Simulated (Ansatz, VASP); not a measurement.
# Two plane-wave programs on Pd

```xyz
1
Lattice="-1.5210 1.5210 1.5210 1.5210 -1.5210 1.5210 1.5210 1.5210 -1.5210" Properties=species:S:1:pos:R:3 pbc="T T T"
Pd    0.0000    0.0000    0.0000
```

Alike in both runs: task single point; functional PBE; k mesh 8 × 8 × 8; collinear spin.

|  | VASP | Ansatz |
| --- | --- | --- |
| version | VASP 6.6.1 | Ansatz 0.2 development build |
| potentials or method | VASP PAW PBE potentials, release 64 (Pd) | scalar-relativistic |
| plane-wave cutoff (eV) | 500 | 1116 |
| occupations | fermi-dirac, width 0.1 eV | fermi-dirac |

|  | VASP | Ansatz | Ansatz less VASP |
| --- | --- | --- | --- |
| net moment per atom (μB) | 0.00 | 0.00 | 0.000 |

The k mesh is coarse, so the values compare programs but aren't converged.
